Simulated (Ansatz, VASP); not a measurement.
**Two plane-wave programs on Pd**

```
Pd
1.0
     0.00000    1.97371    1.97371
     1.97371    0.00000    1.97371
     1.97371    1.97371    0.00000
Pd
1
Direct
  0.00000 0.00000 0.00000
```

Alike in both runs: task single point; functional PBE; k mesh 14 × 14 × 14; occupations gaussian, width 0.3 eV; collinear spin.

```csv
,VASP,Ansatz
version,VASP 6.6.1,Ansatz 0.2.0
potentials or method,"VASP PAW PBE potentials, release 64 (Pd), cutoff 520 eV","plane waves (420 eV) with PAW, scalar-relativistic"
valence electrons in the cell,10,18
```

Ansatz gave:

* pressure (GPa): 0.0
* net moment per atom (μB): 0.00

Q: Estimate VASP's values.

A: Pressure (GPa): -0.3; net moment per atom (μB): 0.00.

The functional is the same, so the differences come from potentials, cutoffs and numerics. VASP's potentials hold 10 valence electrons a cell and Ansatz's 18, so a difference there can come from the potentials and not from the codes. Ansatz's warnings: negative dielectric reading, seeded moment not kept.
